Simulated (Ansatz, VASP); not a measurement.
Al2BN3: VASP beside Ansatz

INCAR

```
SYSTEM = Al2BN3
ALGO = Normal ; EDIFF = 1E-7
EDIFFG = -0.01 ; ENCUT = 600
GGA = PE ; IBRION = 2
ISIF = 3 ; ISMEAR = 0
LASPH = .True. ; LCHARG = .False.
LREAL = .False. ; LWAVE = .False.
NELM = 80 ; NSW = 100
PREC = Accurate ; SIGMA = 0.02
```

Contents of KPOINTS:

```
k-points
0
Gamma
  12 12 2
  0 0 0
```

The input POSCAR:

```
Al2BN3
1.0
    2.9677189417      0.0000000000      0.0000000000
   -1.4838594708      2.5701199948      0.0000000000
    0.0000000000      0.0000000000     14.4053098506
Al B N
4 2 6
Direct
    0.6666666667      0.3333333333      0.6649361141
    0.3333333333      0.6666666667      0.1648081405
    0.3333333333      0.6666666667      0.4858969892
    0.3333333333      0.6666666667      0.8438202065
    0.6666666667      0.3333333333      0.0129905625
    0.6666666667      0.3333333333      0.3340022440
    0.6666666667      0.3333333333      0.1184862840
    0.6666666667      0.3333333333      0.4395069256
    0.6666666667      0.3333333333      0.7956021959
    0.3333333333      0.6666666667      0.2971651424
    0.3333333333      0.6666666667      0.6165579175
    0.3333333333      0.6666666667      0.9762272777
```

Input for Ansatz:

```yaml
crystal:
  lattice:
    - [2.9677189417, 0.0, 0.0]
    - [-1.4838594708, 2.5701199948, 0.0]
    - [0.0, 0.0, 14.4053098506]
  atoms:
    - { symbol: Al, position: [0.6666666667, 0.3333333333, 0.6649361141] }
    - { symbol: Al, position: [0.3333333333, 0.6666666667, 0.1648081405] }
    - { symbol: Al, position: [0.3333333333, 0.6666666667, 0.4858969892] }
    - { symbol: Al, position: [0.3333333333, 0.6666666667, 0.8438202065] }
    - { symbol: B, position: [0.6666666667, 0.3333333333, 0.0129905625] }
    - { symbol: B, position: [0.6666666667, 0.3333333333, 0.334002244] }
    - { symbol: "N", position: [0.6666666667, 0.3333333333, 0.118486284] }
    - { symbol: "N", position: [0.6666666667, 0.3333333333, 0.4395069256] }
    - { symbol: "N", position: [0.6666666667, 0.3333333333, 0.7956021959] }
    - { symbol: "N", position: [0.3333333333, 0.6666666667, 0.2971651424] }
    - { symbol: "N", position: [0.3333333333, 0.6666666667, 0.6165579175] }
    - { symbol: "N", position: [0.3333333333, 0.6666666667, 0.9762272777] }
basis:
  ecutwfc: 420
kpoints:
  mp_grid: { grid: [12, 12, 2] }
hamiltonian:
  xc: pbe
scf:
  occupations: { method: gaussian, width: 0.02 }
output:
  forces: true
  stress: true
  eigenvalues: true
relax:
  adjacent_minimum: "off"
  f_tol: 0.01
  max_steps: 80
  cell: { stress_tol: 0.05 }
```

Alike in both runs: task relaxation of cell and atoms; functional PBE; k mesh 12 × 12 × 2; occupations gaussian, width 0.02 eV; no spin polarisation.

|  | VASP | Ansatz |
| --- | --- | --- |
| version | VASP 6.6.1 | Ansatz 0.2.0 |
| potentials or method | VASP PAW PBE potentials, release 64 (Al, B, N), cutoff 600 eV | scalar-relativistic, plane waves, PAW |
| valence electrons in the cell | 48 | 48 |

Ansatz gave:

```
gap on the k mesh at the Fermi level, each at its own relaxed structure (eV) : 4.31
relaxed volume (Å³/atom)                                                     : 9.16
relaxed length of the cell vector where the two differ most in proportion (Å)              : 14.406
```

Problem. Estimate VASP's values.

Solution. gap on the k mesh at the Fermi level, each at its own relaxed structure (eV): 4.34; relaxed volume (Å³/atom): 9.14; relaxed length of the cell vector where the two differ most in proportion (Å): 14.398.
